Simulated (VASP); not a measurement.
BN: single point with PBE+D3(BJ)

Crystal: BN.

```
CELL_PARAMETERS angstrom
1.25306 0.76464 3.30393
-1.25306 0.76464 3.30393
0.00000 -1.40572 3.27680
ATOMIC_POSITIONS crystal
B 0.99970 0.99970 0.99970
N 0.33274 0.33274 0.33274
```

This cell differs from its parent crystal: strain +0.0250 x Voigt [0, 0, 0, 1, 0, 0].

| Quantity | Value |
| --- | --- |
| Program | VASP 6.6.1 |
| Task | single point |
| Functional | PBE |
| Dispersion | D3(BJ) |
| Potentials or basis | VASP PAW PBE potentials, release 64 (B, N) |
| Cutoff | 520 eV |
| k mesh | 12 × 12 × 12 |
| Occupations | gaussian, width 0.05 eV |
| Spin | no spin polarisation |
| Dipole correction | no |
| Further INCAR settings | ALGO = Normal; EDIFF = 1e-06; NBANDS = 11 |

```json
{"Pressure": "0.1 GPa", "Band gap on the k mesh": "4.13 eV, indirect (least direct gap 4.65 eV)", "Dispersion energy per atom": "-0.142 eV"}
```

Stress tensor (GPa, compression positive):
```
 0.09  0.00  0.00
 0.00  0.19 -0.14
 0.00 -0.14 -0.11
```

Levels at points of the mesh, in eV from the valence-band top:
| k point | band 1 | band 2 | band 3 | band 4 | band 5 | band 6 | band 7 | band 8 | band 9 |
| --- | --- | --- | --- | --- | --- | --- | --- | --- | --- |
| (0.00, 0.00, 0.00) | -17.81 | -4.05 | -1.32 | -1.32 | 5.28 | 11.61 | 11.62 | 13.10 | 14.75 |
| (0.50, 0.00, 0.00) | -14.62 | -8.96 | -4.09 | -0.55 | 5.36 | 9.86 | 13.08 | 15.10 | 20.11 |
| (0.50, 0.50, 0.00) | -14.54 | -8.82 | -4.16 | -1.17 | 4.30 | 9.79 | 14.24 | 17.56 | 20.61 |
| (0.00, 0.00, 0.50) | -14.60 | -8.94 | -4.09 | -0.66 | 5.12 | 9.95 | 13.26 | 15.44 | 20.17 |
| (0.50, 0.00, 0.50) | -14.53 | -8.80 | -4.16 | -1.27 | 4.13 | 9.83 | 14.43 | 18.00 | 20.57 |
| (0.50, 0.50, 0.50) | -17.50 | -6.24 | -1.35 | -1.34 | 10.33 | 11.52 | 11.54 | 12.27 | 16.64 |

It took 84 s on 1 thread of Intel(R) Xeon(R) Platinum 8559C (Emerald Rapids), with other jobs on the host, peak memory 0.21 GiB.

Caveat: the cell differs from its parent crystal (strain +0.0250 x Voigt [0, 0, 0, 1, 0, 0]). A k mesh can miss the band edges.
